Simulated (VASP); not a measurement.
## Si2Ni: relaxation of cell and atoms with PBEsol

Crystal: Si2Ni.

```
Si Ni
1.0
     0.00000    2.69549    2.69549
     2.69549    0.00000    2.69549
     2.69549    2.69549    0.00000
Si Ni
2 1
Direct
  0.25000 0.25000 0.25000
  0.75000 0.75000 0.75000
  0.00000 0.00000 0.00000
```

```json
{"Program": "VASP 6.6.1", "Task": "relaxation of cell and atoms", "Functional": "PBEsol", "Potentials or basis": "VASP PAW PBE potentials, release 64 (Si, Ni)", "Cutoff": "600 eV", "k mesh": "14 × 14 × 14", "Occupations": "fermi-dirac, width 0.1 eV", "Spin": "no spin polarisation", "Target pressure": "1 GPa", "Dipole correction": "no", "Further INCAR settings": "ALGO = Normal; EDIFF = 1e-06; IBRION = 2; EDIFFG = -0.002; NSW = 100; ISIF = 3"}
```

```
Relaxed volume                                             : 12.98 Å³/atom
Relaxed cell                                               : a = 3.805 Å, b = 3.805 Å, c = 3.805 Å, α = 60.00°, β = 60.00°, γ = 60.00°
Space group after relaxing (to 0.1 Å)                      : Fm-3m (No. 225)
Energy change on relaxing (the run minimises the enthalpy) : +0.2 meV/atom
Ionic steps                                                : 3
Pressure after relaxing                                    : 1.0 GPa
Band gap on the k mesh                                     : zero (bands 9 and 10 overlap by 2.13 eV)
```

Step by step:
| step | energy change (eV) | largest force (eV/Å) | pressure (GPa) | volume (Å³) |
| --- | --- | --- | --- | --- |
| 1 | 0.0000 | 0.0000 | -0.03 | 39.17 |
| 2 | 0.0032 | 0.0000 | 2.14 | 38.70 |
| 3 | 0.0007 | 0.0000 | 1.00 | 38.95 |

Final structure:
```
Si Ni
1.0
     0.00000    2.69055    2.69055
     2.69055    0.00000    2.69055
     2.69055    2.69055    0.00000
Si Ni
2 1
Direct
  0.25000 0.25000 0.25000
  0.75000 0.75000 0.75000
  0.00000 0.00000 0.00000
```

Levels at points of the mesh, in eV from the Fermi level:
```csv
k point,band 7,band 8,band 9,band 10,band 11,band 12
"(0.00, 0.00, 0.00)",-0.17,1.72,1.72,1.72,2.22,2.22
"(0.50, 0.00, 0.00)",-3.43,-1.49,-1.49,1.75,1.80,1.80
"(0.50, 0.50, 0.00)",-3.71,-3.54,-3.20,-0.42,1.30,7.74
```

It took 2.8 min on 1 thread of Intel(R) Xeon(R) Platinum 8375C CPU @ 2.90GHz (Ice Lake), with other jobs on the host, peak memory 0.22 GiB.

Caveat: the cell is relaxed towards a set pressure, so the run minimises the enthalpy, not the energy; the PAW data sets were made with another functional, which shifts forces and pressure a little. Spin polarisation is off, so any magnetic state and its effect on volume and gap are missing.
